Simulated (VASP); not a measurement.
# Ga32HO48 (a cell with a defect) in VASP: single point with PBE

Aim: the single point of Ga32HO48 (a cell with a defect) with PBE.

Everything below comes from runs of VASP 6.6.1. Logs are shortened: lines on timing, memory, paths and dates and some standing lists are left out, and cuts for length are marked.

## 1. The cell of the first run

The cell holds a defect, 81 atoms: a = 10.798 Å, b = 10.798 Å, c = 10.798 Å, α = 55.86°, β = 55.86°, γ = 55.86°.

## 2. Single point, PBE

Contents of INCAR:

```
SYSTEM = Ga32HO48
  PREC = Accurate
  ENCUT = 520
  EDIFF = 1E-6
  ISMEAR = -1
  SIGMA = 0.01
  LREAL = Auto
  LASPH = .True.
  NELM = 80
  ALGO = Normal
  ISIF = 2
  LWAVE = .False.
  LCHARG = .True.
  GGA = PE
  LELF = .True.
  LVHAR = .True.
  NBANDS = 398
  NELECT = 704.0
```

Contents of KPOINTS:

```
Automatic mesh
0
Gamma
  1 1 1
  0 0 0
```

Contents of POSCAR:

```
Ga32HO48
1.0
    5.0579508900      2.9202093400      9.0826160100
   -5.0579508900      2.9202093400      9.0826160100
    0.0000000000     -5.8404185800      9.0826160400
Ga O H
32 48 1
Direct
    0.4310894860      0.4242027050      0.4263063016
    0.3199208740      0.3208937977      0.3240411562
    0.0665425443      0.0685099418      0.0707256725
    0.1822216370      0.1827963757      0.1485568197
    0.4269560432      0.4278951587      0.9277486519
    0.3280934237      0.3253988542      0.8112819635
    0.0654799399      0.0668814956      0.6037993770
    0.1808202292      0.1827190219      0.6800498392
    0.4332986674      0.9248967580      0.4315858413
    0.3244051713      0.8151187140      0.3189253077
    0.0725210607      0.5673722473      0.0745948957
    0.1790966380      0.6744100671      0.1778790745
    0.4293466609      0.9269800019      0.9263137076
    0.3220158464      0.8197458669      0.8245751830
    0.0730420593      0.5732284104      0.5698886161
    0.1767544647      0.6793036305      0.6779729554
    0.9264101911      0.4255381868      0.4331808150
    0.8236425528      0.3227598722      0.3172255624
    0.5695840699      0.0724171233      0.0727817493
    0.6758966854      0.1759181259      0.1809718864
    0.9276822027      0.4304923219      0.9245119777
    0.8184496490      0.3215507952      0.8264024023
    0.5747843676      0.0696207044      0.5731533903
    0.6817446335      0.1766687529      0.6760035662
    0.9281794879      0.9291963029      0.4265908510
    0.8244184978      0.8179955410      0.3248744572
    0.5726336524      0.5704452168      0.0719317605
    0.6767102572      0.6777976541      0.1791254581
    0.9233225957      0.9208403652      0.9401855069
    0.8211622623      0.8221577247      0.8230085411
    0.5712295132      0.5724663777      0.5715419840
    0.6784642173      0.6763208592      0.6788970653
    0.3774572442      0.2231979370      0.0210825421
    0.2024910666      0.0479982656      0.3740312886
    0.0299587550      0.3678987700      0.2209552694
    0.1232506176      0.2757623791      0.4804320857
    0.4691905435      0.1234726752      0.2801284949
    0.2761073072      0.4699783078      0.1264986698
    0.3774718995      0.2220751752      0.5273522651
    0.2240501024      0.0249934050      0.8753634875
    0.0258418665      0.3769735874      0.7234403481
    0.1291039039      0.2775217151      0.9609910409
    0.4751609471      0.1240132119      0.7746518359
    0.2788729038      0.4765764841      0.6194443616
    0.3754025684      0.7217181096      0.0274345150
    0.2238639344      0.5258985000      0.3745923745
    0.0268419157      0.8718311402      0.2233794433
    0.1256309195      0.7799174225      0.4705639996
    0.4762086400      0.6216400639      0.2758804043
    0.2769165804      0.9718187406      0.1245053822
    0.3713322119      0.7312354691      0.5226805919
    0.2235002306      0.5259017433      0.8741490997
    0.0259088316      0.8715176746      0.7294794383
    0.1249797636      0.7738717895      0.9760977955
    0.4718044877      0.6245190982      0.7764750613
    0.2769000334      0.9721792238      0.6262446541
    0.8720320298      0.2232050500      0.0275238063
    0.7230357871      0.0251349816      0.3763237577
    0.5264120125      0.3734896104      0.2238651402
    0.6289798789      0.2756864131      0.4717875813
    0.9731271548      0.1258322535      0.2705375491
    0.7779954590      0.4736913972      0.1219670540
    0.8817674023      0.2186963142      0.5299060985
    0.7231553704      0.0255633857      0.8765874285
    0.5281471554      0.3752874268      0.7200324852
    0.6222432011      0.2751927773      0.9759666791
    0.9711172672      0.1198486223      0.7907063025
    0.7754821895      0.4710454654      0.6287091670
    0.8738159993      0.7210323886      0.0306385845
    0.7240743417      0.5249543775      0.3754214362
    0.5177461523      0.8776422920      0.2279541012
    0.6269233042      0.7730514530      0.4749718404
    0.9733090328      0.6203659065      0.2790345282
    0.7721431583      0.9701512097      0.1316782823
    0.8754200001      0.7226526015      0.5270128322
    0.7226570197      0.5263654736      0.8754066307
    0.5271934351      0.8735305265      0.7234639329
    0.6245613493      0.7771164090      0.9743507941
    0.9738508194      0.6267829973      0.7748543635
    0.7790412591      0.9728875462      0.6242934150
    0.1040161380      0.1455588506      0.3766874211
```

Potentials or basis: VASP PAW PBE potentials, release 64 (Ga_d, O, H).

Command:

```
$ cat potpaw_PBE.64/Ga_d/POTCAR potpaw_PBE.64/O/POTCAR potpaw_PBE.64/H/POTCAR > POTCAR
$ mpirun -np 1 vasp_gam > vasp.out
```

OUTCAR:

```text
SYSTEM = Ga32HO48
   PREC = Accurate
   ENCUT = 520
   EDIFF = 1E-6
   ISMEAR = -1
   LREAL = Auto
   LASPH = .True.
   NELM = 80
   ISIF = 2
   GGA = PE
   NELECT = 704.0

 ion  position               nearest neighbor table
   1  0.431  0.424  0.426-  44 1.95  49 1.95  60 1.96  59 2.08  39 2.08  46 2.12   2 2.88
   2  0.320  0.321  0.324-  37 1.95  38 1.95  36 1.95  46 2.10  59 2.12  39 2.12   1 2.88
   3  0.067  0.069  0.071-  57 1.93  47 1.93  40 1.94  61 2.10  50 2.17  42 2.18   4 2.80
   4  0.182  0.183  0.149-  33 1.91  42 1.95  35 1.98  50 2.01  34 2.09  61 2.13   3 2.80   6 2.85

   5  0.427  0.428  0.928-  55 1.95  66 1.95  38 1.95  33 2.10  52 2.10  65 2.13   6 2.89
   6  0.328  0.325  0.811-  44 1.92  43 1.95  42 1.98  65 2.06  52 2.11  33 2.13   4 2.85   5 2.89
[... 26 lines left out ...]
  30  0.821  0.822  0.823-  78 1.95  79 1.95  80 1.95  53 2.10  64 2.10  69 2.13  29 2.89
  31  0.571  0.572  0.572-  65 1.94  70 1.95  51 2.00  72 2.09  55 2.10  68 2.12  32 2.89
  32  0.678  0.676  0.679-  76 1.94  77 1.95  75 1.95  72 2.10  68 2.10  55 2.12  31 2.89
  33  0.377  0.223  0.021-   4 1.91  19 1.94   5 2.10   6 2.13
  34  0.202  0.048  0.374-  81 0.99   4 2.09   7 2.12   9 2.34  10 2.34
  35  0.030  0.368  0.221-  11 1.96   4 1.98  18 2.08  17 2.20
  36  0.123  0.276  0.480-   2 1.95  17 1.96   8 2.10   7 2.13
  37  0.469  0.123  0.280-   9 1.93   2 1.95  19 2.12  20 2.12
  38  0.276  0.470  0.126-   2 1.95   5 1.95  11 2.09  12 2.10
  39  0.377  0.222  0.527-   8 1.92  23 1.96   1 2.08   2 2.12
  40  0.224  0.025  0.875-   8 1.94   3 1.94  14 2.10  13 2.10
[... 38 lines left out ...]
  79  0.974  0.627  0.775-  21 1.95  30 1.95  16 2.09  15 2.11
  80  0.779  0.973  0.624-  25 1.95  30 1.95  24 2.09  23 2.10
  81  0.104  0.146  0.377-  34 0.99

  LATTYP: Found a trigonal (rhomboedric) cell.
 ALAT       =    10.7983518826
 COS(alpha) =     0.5612023825

  Lattice vectors:

 A1 = (   5.0579508900,   2.9202093400,   9.0826160100)
 A2 = (  -5.0579508900,   2.9202093400,   9.0826160100)
 A3 = (   0.0000000000,  -5.8404185800,   9.0826160400)

Analysis of symmetry for initial positions (statically):
=====================================================================
 Subroutine PRICEL returns:
 Original cell was already a primitive cell.

 Routine SETGRP: Setting up the symmetry group for a
 trigonal (rhombohedral) supercell.

 Subroutine GETGRP returns: Found  1 space group operations
 (whereof  1 operations were pure point group operations)
 out of a pool of 12 trial point group operations.

The static configuration has the point symmetry C_1 .

Analysis of symmetry for dynamics (positions and initial velocities):
=====================================================================
 Subroutine PRICEL returns:
 Original cell was already a primitive cell.

 Routine SETGRP: Setting up the symmetry group for a
 trigonal (rhombohedral) supercell.

 Subroutine GETGRP returns: Found  1 space group operations
 (whereof  1 operations were pure point group operations)
 out of a pool of 12 trial point group operations.

The dynamic configuration has the point symmetry C_1 .

 Subroutine INISYM returns: Found  1 space group operations
 (whereof  1 operations are pure point group operations),
 and found     1 'primitive' translations

----------------------------------------------------------------------------------------

                                     Primitive cell

  volume of cell :     804.9164

  direct lattice vectors                    reciprocal lattice vectors
     5.057950890  2.920209340  9.082616010     0.098854262  0.057073535  0.036700146
    -5.057950890  2.920209340  9.082616010    -0.098854262  0.057073535  0.036700146
     0.000000000 -5.840418580  9.082616040     0.000000000 -0.114147069  0.036700146

  length of vectors
    10.798351883 10.798351883 10.798351880     0.119901852  0.119901852  0.119901852

[... 183 lines left out ...]
     0.119901852  0.119901852  0.119901852

  Shift w.r.t. Gamma in fractional coordinates (k-lattice)
     0.000000000  0.000000000  0.000000000

 Subroutine IBZKPT returns following result:
 ===========================================

 Found      1 irreducible k-points:

 Following reciprocal coordinates:
            Coordinates               Weight
  0.000000  0.000000  0.000000      1.000000
   k-points           NKPTS =      1   k-points in BZ     NKDIM =      1   number of bands    NBANDS=    398
   number of dos      NEDOS =    301   number of ions     NIONS =     81
   total plane-waves  NPLWV = 512000
   dimension x,y,z NGX =    80 NGY =   80 NGZ =   80
   dimension x,y,z NGXF=   160 NGYF=  160 NGZF=  160
   ions per type =              32  48   1
   NGX,Y,Z   is equivalent  to a cutoff of  12.32, 12.32, 12.32 a.u.
   NGXF,Y,Z  is equivalent  to a cutoff of  24.63, 24.63, 24.63 a.u.
 SYSTEM =  Ga32HO48
   PREC   = accura    normal or accurate (medium, high low for compatibility)
   ISTART =      0    job   : 0-new  1-cont  2-samecut
   ICHARG =      2    charge: 1-file 2-atom 10-const
   ISPIN  =      1    spin polarized calculation?
   LNONCOLLINEAR =      F non collinear calculations
   LSORBIT =      F    spin-orbit coupling
   LASPH  =      T    aspherical Exc in radial PAW
   ENCUT  =  520.0 eV  38.22 Ry    6.18 a.u.  20.08 20.08 20.08*2*pi/ulx,y,z
   NELM   =     80;   NELMIN=  2; NELMDL= -5     # of ELM steps
   EDIFF  = 0.1E-05   stopping-criterion for ELM
   LREAL  =      T    real-space projection
   EDIFFG = 0.1E-04   stopping-criterion for IOM
   NSW    =      0    number of steps for IOM
[... 5 lines left out ...]
   TEBEG  =    0.0;   TEEND  =   0.0 temperature during run
   PSTRESS=    0.0 pullay stress
   NELECT =     704.0000    total number of electrons
   NUPDOWN=      -1.0000    fix difference up-down
   EMIN   =  10.00;   EMAX   =-10.00  energy-range for DOS
   EFERMI =   0.00;   METHOD = LEGACY
   ISMEAR =    -1;   SIGMA  =   0.01  broadening in eV -4-tet -1-fermi 0-gaus
   EFERMI_NEDOS =   21; number of points for ismear=-14 and -15
   IALGO  =     38    algorithm
   IMIX   =      4    mixing-type and parameters
     AMIX     =   0.40;   BMIX     =  1.00
     AMIX_MAG =   1.60;   BMIX_MAG =  1.00
  volume/ion in A,a.u.               =       9.94        67.06
  Fermi-wavevector in a.u.,A,eV,Ry     =   1.565605  2.958564 33.349487  2.451118
  Thomas-Fermi vector in A             =   2.668056
   LORBIT       =      0    0 simple, 1 ext, 2 COOP (PROOUT), +10 PAW based schemes
   GGA     = PE    functional components
   LHFCALC =     F    Hartree Fock is set to
   AEXX    =    0.0000 exact exchange contribution
   IVDW    =     0    specifies the selected vdW correction
   LEPSILON=     F    determine dielectric tensor
   LRPA    =     F    only Hartree local field effects (RPA)
 non-spin polarized calculation
  energy-cutoff  :      520.00
  volume of cell :      804.92
 maximum number of plane-waves:     10826
   NGX = 41   NGY = 41   NGZ = 41

 number of electron     703.9999968 magnetization

 Free energy of the ion-electron system (eV)
  ---------------------------------------------------
  ext. energy  EPLUGINS =         0.00000000
  ---------------------------------------------------
  free energy    TOTEN  =      -482.60013327 eV

  energy without entropy =     -482.60013327  energy(sigma->0) =     -482.60013327

 E-fermi :   4.3510     XC(G=0): -11.9570

 val. band max:        4.0291855389   @ k =   0.0000   0.0000   0.0000
 cond. band min:       6.4938540415   @ k =   0.0000   0.0000   0.0000
 fundamental gap:      2.4646685026
 Fermi energy:         4.3510152921

 k-point     1 :       0.0000    0.0000    0.0000
  band No.  band energies     occupation
      1     -14.9873      2.00000
      2     -14.4402      2.00000
      3     -13.8014      2.00000
      4     -13.7512      2.00000
      5     -13.7363      2.00000
      6     -13.7099      2.00000
[... 356 lines left out ...]
    363      10.2189      0.00000
    364      10.2498      0.00000
 [bands above 364 left out]

------------------------ aborting loop because EDIFF is reached ----------------------------------------

  FORCE on cell =-STRESS in cart. coord.  units (eV):
  Direction    XX          YY          ZZ          XY          YZ          ZX
  --------------------------------------------------------------------------------------
  -------------------------------------------------------------------------------------
  Total       -5.8133747      0.2477205     -4.2674439      0.0512911     -3.6803996     -0.0900098
  in kB      -11.5714585      0.4930849     -8.4943003      0.1020943     -7.3257950     -0.1791635
  external PRESSURE =      -6.5242247 kB  Pullay stress =       0.0000000 kB

 VOLUME and BASIS-vectors are now :
 -----------------------------------------------------------------------------
  energy-cutoff  :      520.00
  volume of cell :      804.92
      direct lattice vectors                 reciprocal lattice vectors
     5.057950890  2.920209340  9.082616010     0.098854262  0.057073535  0.036700146
    -5.057950890  2.920209340  9.082616010    -0.098854262  0.057073535  0.036700146
     0.000000000 -5.840418580  9.082616040     0.000000000 -0.114147069  0.036700146

 POSITION                                       TOTAL-FORCE (eV/Angst)
 -----------------------------------------------------------------------------------
      0.03483      0.00782     11.64027        -0.008567      0.020561      0.023339
     -0.00492     -0.02122      8.76341         0.003289      0.003308     -0.001433
     -0.00995     -0.01869      1.86900         0.005738      0.014985     -0.010213
     -0.00291      0.19829      4.66460        -0.020056      0.034901     -0.007663
     -0.00475     -2.92210     16.19067         0.007671      0.002031      0.005052
      0.01363     -2.82989     13.30398        -0.005072      0.002647     -0.008258
[... 73 lines left out ...]
     -0.98047      1.46986     21.58231         0.005158     -0.005986      0.014585
     -0.21012     -1.47120      5.68810        -0.097179      0.029343     -0.013999
 -----------------------------------------------------------------------------------
    total drift:                               -0.004704     -0.002131      0.011451

  FREE ENERGIE OF THE ION-ELECTRON SYSTEM (eV)
  ---------------------------------------------------
  free  energy   TOTEN  =      -482.6001332663 eV

  energy  without entropy=     -482.6001332663  energy(sigma->0) =     -482.60013327
```

It took 39 min on 1 thread of Intel Xeon 8259CL, shared host; peak memory 1 GiB.

What came out:

```
Free energy   : -482.6001 eV
Largest force : 0.143 eV/Å
```

Forces in eV/Å, atoms in the order of the input:
```
Ga  -0.009  0.021  0.023
Ga   0.003  0.003 -0.001
Ga   0.006  0.015 -0.010
Ga  -0.020  0.035 -0.008
Ga   0.008  0.002  0.005
Ga  -0.005  0.003 -0.008
Ga  -0.005 -0.024 -0.008
Ga   0.005 -0.021  0.007
Ga  -0.022 -0.012 -0.012
Ga  -0.026  0.010  0.017
Ga  -0.010  0.017 -0.017
Ga  -0.001 -0.006  0.006
Ga   0.002  0.004  0.013
Ga   0.001 -0.006 -0.021
Ga  -0.006 -0.012 -0.011
Ga  -0.002  0.007  0.008
Ga  -0.009  0.007  0.013
Ga  -0.004 -0.014 -0.007
Ga  -0.001 -0.004 -0.011
Ga  -0.009  0.010  0.007
Ga   0.005 -0.015  0.011
Ga  -0.001  0.010 -0.012
Ga  -0.005  0.011 -0.007
Ga  -0.009 -0.021  0.014
Ga  -0.002 -0.004  0.005
Ga  -0.004 -0.007 -0.019
Ga   0.002  0.000 -0.004
Ga   0.004  0.000  0.006
Ga   0.000 -0.001 -0.002
Ga   0.006 -0.004 -0.010
Ga   0.001 -0.007 -0.010
Ga   0.001 -0.004  0.006
O    0.009 -0.005  0.013
O    0.139 -0.029  0.015
O    0.005 -0.021  0.008
O   -0.006 -0.005 -0.022
O    0.006  0.007 -0.010
O    0.004  0.006 -0.011
O    0.003  0.003 -0.007
O    0.000  0.004  0.005
O    0.002 -0.005 -0.013
O   -0.006  0.012 -0.015
O   -0.006 -0.003  0.015
O   -0.002  0.004 -0.001
O   -0.001  0.003  0.001
O    0.003 -0.005  0.011
O    0.003 -0.008  0.004
O    0.008 -0.010  0.008
O    0.004 -0.002 -0.001
O    0.003 -0.007 -0.004
O   -0.006 -0.017 -0.001
O   -0.006 -0.005  0.004
O    0.004  0.004  0.001
O   -0.008  0.002 -0.007
O   -0.006  0.005  0.005
O   -0.003  0.002  0.008
O   -0.002  0.011  0.014
O    0.006  0.003 -0.002
O   -0.002 -0.002  0.000
O    0.003  0.003 -0.001
O   -0.001  0.001  0.019
O    0.005 -0.011  0.013
O    0.000  0.015 -0.009
O   -0.006  0.007 -0.001
O    0.012  0.002 -0.002
O   -0.003 -0.001 -0.005
O    0.001 -0.004  0.012
O    0.008  0.012 -0.011
O    0.011 -0.007  0.002
O    0.017  0.005  0.002
O   -0.003  0.021  0.000
O    0.002  0.000  0.002
O    0.005 -0.003 -0.006
O   -0.001 -0.003  0.001
O    0.000  0.001  0.003
O    0.006  0.003 -0.002
O    0.000 -0.003  0.001
O   -0.005  0.000 -0.004
O    0.002  0.005  0.002
O    0.005 -0.006  0.015
H   -0.097  0.029 -0.014
```

Caveat: the k points lie up to 0.75 Å⁻¹ apart; the cell carries a net charge on a neutralising background, which shifts energy and pressure; the cell is charged against a uniform background, so pressure and absolute levels hang on convention.
